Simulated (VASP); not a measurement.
# In (I4/mmm) in VASP: a series of runs

In is run at these levels: PBE; tasks: single point.

Program: VASP 6.6.1. These are calculated values, not measurements. Logs are shortened: lines on timing, memory, paths and dates and some standing lists are left out, and cuts for length are marked.

### 1 The cell of the first run

The structure is tetragonal, space group I4/mmm (No. 139). Conventional cell: a = 3.251 Å, b = 3.251 Å, c = 4.947 Å, α = 90.00°, β = 90.00°, γ = 90.00°. Within 4.3 Å of In (site symmetry 4/mmm) lie 12 In at 3.25 to 3.38 Å.

### 2 Single point, PBE

Input file INCAR:

```
ALGO = Normal
EDIFF = 1E-6
ENCUT = 500
GGA = PE
GGA_COMPAT = F
ISIF = 2
ISMEAR = 1
LASPH = T
LCHARG = T
LELF = T
LREAL = F
LVHAR = T
LWAVE = F
NBANDS = 12
NELM = 120
PREC = Accurate
SIGMA = 0.1
```

Input file KPOINTS:

```
k-points
0
Gamma
  7 7 7
```

Input file POSCAR:

```
In
1.0
   -1.6254700000      1.6254700000      2.4737000000
    1.6254700000     -1.6254700000      2.4737000000
    1.6254700000      1.6254700000     -2.4737000000
In
1
Direct
    0.0000000000      0.0000000000      0.0000000000
```

Potentials or basis: VASP PAW PBE potentials, release 64 (In_d).

On the command line:

```sh
$ cat potpaw_PBE.64/In_d/POTCAR > POTCAR
$ mpirun -np 1 vasp_std > vasp.out
```

OUTCAR:

```text
EDIFF = 1E-6
   ENCUT = 500
   GGA = PE
   ISIF = 2
   ISMEAR = 1
   LASPH = T
   LREAL = F
   NELM = 120
   PREC = Accurate

 ion  position               nearest neighbor table
   1  0.000  0.000  0.000-

  LATTYP: Found a body centered tetragonal cell.
 ALAT       =     3.2509400000
 C/A-ratio  =     1.5218367611

  Lattice vectors:

 A1 = (  -1.6254700000,   1.6254700000,   2.4737000000)
 A2 = (   1.6254700000,  -1.6254700000,   2.4737000000)
 A3 = (   1.6254700000,   1.6254700000,  -2.4737000000)

Analysis of symmetry for initial positions (statically):
=====================================================================
 Subroutine PRICEL returns:
 Original cell was already a primitive cell.

 Routine SETGRP: Setting up the symmetry group for a
 body centered tetragonal supercell.

 Subroutine GETGRP returns: Found 16 space group operations
 (whereof 16 operations were pure point group operations)
 out of a pool of 16 trial point group operations.

The static configuration has the point symmetry D_4h.

Analysis of symmetry for dynamics (positions and initial velocities):
=====================================================================
 Subroutine PRICEL returns:
 Original cell was already a primitive cell.

 Routine SETGRP: Setting up the symmetry group for a
 body centered tetragonal supercell.

 Subroutine GETGRP returns: Found 16 space group operations
 (whereof 16 operations were pure point group operations)
 out of a pool of 16 trial point group operations.

The dynamic configuration has the point symmetry D_4h.

 Subroutine INISYM returns: Found 16 space group operations
 (whereof 16 operations are pure point group operations),
 and found     1 'primitive' translations

----------------------------------------------------------------------------------------

                                     Primitive cell

  volume of cell :      26.1436

  direct lattice vectors                    reciprocal lattice vectors
    -1.625470000  1.625470000  2.473700000     0.000000000  0.307603339  0.202126369
     1.625470000 -1.625470000  2.473700000     0.307603339  0.000000000  0.202126369
     1.625470000  1.625470000 -2.473700000     0.307603339  0.307603339  0.000000000

  length of vectors
     3.376906444  3.376906444  3.376906444     0.368069129  0.368069129  0.435016814

  position of ions in fractional coordinates (direct lattice)
     0.000000000  0.000000000  0.000000000

[... 77 lines left out ...]
   EDIFFG = 0.1E-04   stopping-criterion for IOM
   NSW    =      0    number of steps for IOM
   IBRION =     -1    ionic relax: 0-MD 1-quasi-New 2-CG
   NFREE  =      0    steps in history (QN), initial steepest desc. (CG)
   ISIF   =      2    stress and relaxation
   ISYM   =      2    0-nonsym 1-usesym 2-fastsym
   POTIM  = 0.5000    time-step for ionic-motion
   TEBEG  =    0.0;   TEEND  =   0.0 temperature during run
   PSTRESS=    0.0 pullay stress
   NELECT =      13.0000    total number of electrons
   NUPDOWN=      -1.0000    fix difference up-down
   EMIN   =  10.00;   EMAX   =-10.00  energy-range for DOS
   EFERMI =   0.00;   METHOD = LEGACY
   ISMEAR =     1;   SIGMA  =   0.10  broadening in eV -4-tet -1-fermi 0-gaus
   EFERMI_NEDOS =   21; number of points for ismear=-14 and -15
   IALGO  =     38    algorithm
   IMIX   =      4    mixing-type and parameters
     AMIX     =   0.40;   BMIX     =  1.00
     AMIX_MAG =   1.60;   BMIX_MAG =  1.00
  volume/ion in A,a.u.               =      26.14       176.43
  Fermi-wavevector in a.u.,A,eV,Ry     =   1.296983  2.450943 22.887245  1.682165
  Thomas-Fermi vector in A             =   2.428405
   LORBIT       =      0    0 simple, 1 ext, 2 COOP (PROOUT), +10 PAW based schemes
   GGA     = PE    functional components
   LHFCALC =     F    Hartree Fock is set to
   AEXX    =    0.0000 exact exchange contribution
   IVDW    =     0    specifies the selected vdW correction
   LEPSILON=     F    determine dielectric tensor
   LRPA    =     F    only Hartree local field effects (RPA)
 non-spin polarized calculation
 Methfessel and Paxton  Order N= 1 SIGMA  =   0.10
  energy-cutoff  :      500.00
  volume of cell :       26.14
 maximum number of plane-waves:       677
 NGX is ok and might be reduce to    28
   NGX = 13   NGY = 13   NGZ = 13

 number of electron      13.0000006 magnetization

 Free energy of the ion-electron system (eV)
  ---------------------------------------------------
  ext. energy  EPLUGINS =         0.00000000
  ---------------------------------------------------
  free energy    TOTEN  =        -2.54239774 eV

  energy without entropy =       -2.54229141  energy(sigma->0) =       -2.54236230

 E-fermi :   7.3505     XC(G=0): -10.2598

 val. band max:        7.3490340687   @ k =  -0.1429  -0.4286   0.1429
 cond. band min:       7.4042931674   @ k =  -0.4286  -0.4286   0.1429
 fundamental gap:      0.0552590986
 Fermi energy:         7.3505462022

 k-point     1 :       0.0000    0.0000    0.0000
  band No.  band energies     occupation
      1      -7.1918      2.00000
      2      -7.0828      2.00000
      3      -7.0828      2.00000
      4      -7.0008      2.00000
      5      -6.9010      2.00000
      6      -2.0220      2.00000
      7      18.0733      0.00000
      8      18.0733      0.00000
      9      18.2512      0.00000
     10      19.1067      0.00000
     11      21.4835      0.00000
     12      21.6179      0.00000
[... 331 lines left out ...]
 k-point    24 :      -0.4286    0.4286    0.1429
  band No.  band energies     occupation
      1      -7.2215      2.00000
      2      -7.1678      2.00000
      3      -6.9079      2.00000
      4      -6.8186      2.00000
      5      -6.8023      2.00000
      6       4.2884      2.00000
      7       7.8441     -0.00000
      8       9.2697     -0.00000
      9       9.9281      0.00000
     10      18.0095      0.00000
     11      18.2067      0.00000
     12      25.7671      0.00000

 [... further k-points ...]
[... 5 lines left out ...]
  --------------------------------------------------------------------------------------
  -------------------------------------------------------------------------------------
  Total        0.1638866      0.1638866      0.4457852      0.0000000      0.0000000      0.0000000
  in kB       10.0435957     10.0435957     27.3194054      0.0000000      0.0000000      0.0000000
  external PRESSURE =      15.8021989 kB  Pullay stress =       0.0000000 kB

 VOLUME and BASIS-vectors are now :
 -----------------------------------------------------------------------------
  energy-cutoff  :      500.00
  volume of cell :       26.14
      direct lattice vectors                 reciprocal lattice vectors
    -1.625470000  1.625470000  2.473700000     0.000000000  0.307603339  0.202126369
     1.625470000 -1.625470000  2.473700000     0.307603339  0.000000000  0.202126369
     1.625470000  1.625470000 -2.473700000     0.307603339  0.307603339  0.000000000

 POSITION                                       TOTAL-FORCE (eV/Angst)
 -----------------------------------------------------------------------------------
      0.00000      0.00000      0.00000         0.000000      0.000000      0.000000
 -----------------------------------------------------------------------------------
    total drift:                               -0.000000     -0.000000     -0.000000

  FREE ENERGIE OF THE ION-ELECTRON SYSTEM (eV)
  ---------------------------------------------------
  free  energy   TOTEN  =        -2.5423977426 eV

  energy  without entropy=       -2.5422914061  energy(sigma->0) =       -2.54236230
```

stdout:

```text
POSCAR found type information on POSCAR In
 POSCAR found :  1 types and       1 ions
 scaLAPACK will be used
 LDA part: xc-table for (Slater+PW92), standard interpolation
 POSCAR, INCAR and KPOINTS ok, starting setup
 FFT: planning ... GRIDC
 FFT: planning ... GRID_SOFT
 FFT: planning ... GRID
 WAVECAR not read
 entering main loop
```

Run time: 22 s. Hardware: 1 thread of Intel Xeon Platinum 8375C at 2.90GHz (Ice Lake), shared host; peak memory 0.16 GiB.

What came out:

* Free energy: -2.5424 eV
* Pressure: 1.6 GPa

Stress tensor (GPa, compression positive):
```
1.00 0.00 0.00
0.00 1.00 0.00
0.00 0.00 2.73
```

Caveat: the k points lie up to 0.39 Å⁻¹ apart; spin-orbit coupling is left out, which moves the levels of the heavy elements.

### 3 Single point, PBE, non-collinear spin, zero start, spin-orbit coupling

Input file INCAR:

```
SYSTEM = In
PREC = Accurate
ENCUT = 500
EDIFF = 1E-6
ISMEAR = 1
SIGMA = 0.1
LREAL = .FALSE.
LASPH = .TRUE.
NELM = 200
ALGO = Normal
ISIF = 2
LWAVE = .FALSE.
LCHARG = .FALSE.
MAGMOM = 0 0 0
LORBIT = 11
LSORBIT = .TRUE.
GGA_COMPAT = .FALSE.
LORBMOM = .TRUE.
GGA = PE
NBANDS = 24
```

Input file KPOINTS:

```
Automatic mesh
0
G
  7 7 7
  0 0 0
```

POSCAR is that of step 2.

Potentials or basis: VASP PAW PBE potentials, release 64 (In_d).

On the command line:

```sh
$ cat potpaw_PBE.64/In_d/POTCAR > POTCAR
$ mpirun -np 1 vasp_ncl > vasp.out
```

Run time: 90 s. Hardware: 1 thread of Intel Xeon Platinum 8375C at 2.90GHz (Ice Lake), shared host; peak memory 0.25 GiB.

It converged, with:

```
Free energy                                           : -2.5768 eV
Pressure                                              : 1.6 GPa
Net moment                                            : 0.00 μB per cell
Valence electrons inside the program's atomic spheres : In 11.34
```

Stress tensor (GPa, compression positive):
```
1.07 0.00 0.00
0.00 1.07 0.00
0.00 0.00 2.51
```

Moments on the atoms (μB; x, y, z):
```
In  0.00 0.00 0.00
```

Caveat: the k points lie up to 0.39 Å⁻¹ apart.
